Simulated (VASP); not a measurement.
Wanted: the native input for a VASP 6.6.1 run.

```yaml
Task: single point
Functional: PBE
Potentials_or_basis: VASP PAW PBE potentials, release 64 (K_sv, I)
Cutoff: 520 eV
k_mesh: 6 × 6 × 6
Occupations: gaussian, width 0.1 eV
Spin: no spin polarisation
Dipole_correction: no
Further_INCAR_settings: ALGO = Normal; EDIFF = 1e-06; NBANDS = 18
```

The structure of KI2 lies in POSCAR:

```
KI2
1.0
    2.0933627405      1.2086035399      9.0889029942
   -2.0933627405      1.2086035399      9.0889029942
    0.0000000000     -2.4172070854      9.0889029934
K I
1 2
Direct
    0.0000000000      0.0000000000      0.0000000000
    0.7580551680      0.7580551680      0.7580551680
    0.2419448320      0.2419448320      0.2419448320
```

The input as run:

INCAR

```
SYSTEM = KI2
PREC = Accurate
ENCUT = 520
EDIFF = 1E-6
ISMEAR = 0
SIGMA = 0.1
LREAL = .False.
LASPH = .True.
NELM = 60
ALGO = Normal
ISIF = 2
LWAVE = .False.
LCHARG = .False.
GGA = PE
NBANDS = 18
```

KPOINTS

```
Automatic mesh
0
Gamma
  6 6 6
  0 0 0
```

Potentials or basis: VASP PAW PBE potentials, release 64 (K_sv, I).

The run is started by

```sh
$ cat potpaw_PBE.64/K_sv/POTCAR potpaw_PBE.64/I/POTCAR > POTCAR
$ mpirun -np 1 vasp_std > vasp.out
```

Results of the run:

* Pressure: 0.1 GPa
* Largest force: 0.019 eV/Å

Caveat: an odd number of electrons without spin polarisation forces a metal; a magnetic or distorted state may lie lower.

Wall time 4.7 min on 1 thread of AMD EPYC 7R43 64-Core Processor (Zen 3) (shared host), peak memory 0.61 GiB.
